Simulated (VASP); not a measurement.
The system is F.

```
F
1.0
     0.00000    1.61917    1.61917
     1.61917    0.00000    1.61917
     1.61917    1.61917    0.00000
F
1
Direct
  0.00000 0.00000 0.00000
```

Base run:

```yaml
Program: VASP 6.6.1
Functional: PBEsol
Potentials_or_basis: VASP PAW PBE potentials, release 64 (F)
Cutoff: 520 eV
k_mesh: 19 × 19 × 19
Occupations: tetrahedron
Spin: no spin polarisation
```

Its results: pressure 5.6 GPa.

**Question.** The run is repeated on the same cell with these changes: occupations from tetrahedron to fermi-dirac, width 0.08 eV. What comes out?

**Answer.** Pressure 6.2 GPa.

Caveats: the PAW data sets were made with another functional, which shifts forces and pressure a little; an odd number of electrons without spin polarisation forces a metal; a magnetic or distorted state may lie lower; tetrahedron occupations give inexact forces and stress in metals (some runs).
